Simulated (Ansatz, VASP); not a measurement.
**Two plane-wave programs on CsI**

```
Cs I
1.0
     4.75701    0.00000    0.00000
     0.00000    4.75701    0.00000
     0.00000    0.00000    4.75701
Cs I
1 1
Direct
  0.00000 0.00000 0.00000
  0.50000 0.50000 0.50000
```

Alike in both runs: task single point; functional PBE; k mesh 4 × 4 × 4; no spin polarisation.

```csv
,VASP,Ansatz
version,VASP 6.6.1,Ansatz 0.2.0
potentials or method,"VASP PAW PBE potentials, release 64 (Cs_sv, I)","plane waves, PAW"
plane-wave cutoff (eV),500,420
occupations,"gaussian, width 0.01 eV",fixed
valence electrons in the cell,16,26
```

|  | VASP | Ansatz | Ansatz less VASP |
| --- | --- | --- | --- |
| gap on the k mesh at the Fermi level (eV) | 3.52 | 3.52 | +0.010 |
| pressure (GPa) | -0.5 | -0.5 | -0.02 |

VASP's potentials hold 16 valence electrons a cell and Ansatz's 26, so a difference there can come from the potentials and not from the codes.

Neither program's run includes spin-orbit coupling.
